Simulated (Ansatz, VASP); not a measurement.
**One calculation of Pt, two programs**

```xyz
1
Lattice="0.0000 1.9836 1.9836 1.9836 0.0000 1.9836 1.9836 1.9836 0.0000" Properties=species:S:1:pos:R:3 pbc="T T T"
Pt    0.0000    0.0000    0.0000
```

Alike in both runs: functional PBE; k mesh 8 × 8 × 8; occupations gaussian, width 0.1 eV; no spin polarisation.

Ansatz relaxed the structure, and its values are those at the end. VASP's run is a single point on that final structure, the one shown.

```csv
,VASP,Ansatz
version,VASP 6.6.1,Ansatz 0.2.0
potentials or method,"VASP PAW PBE potentials, release 64 (Pt), cutoff 500 eV","scalar-relativistic, plane waves, PAW"
valence electrons in the cell,10,18
```

Ansatz gave:

| Item | Value |
| --- | --- |
| gap on the k mesh at the Fermi level (eV) | none |
| pressure (GPa) | -0.1 |

Task: Which values does VASP return?

Result: gap on the k mesh at the Fermi level (eV): none; pressure (GPa): -0.6.

A gap of «none» marks a metal or a gap that the smearing closes. VASP's potentials hold 10 valence electrons a cell and Ansatz's 18, so a difference there can come from the potentials and not from the codes.

Neither program's run includes spin-orbit coupling.
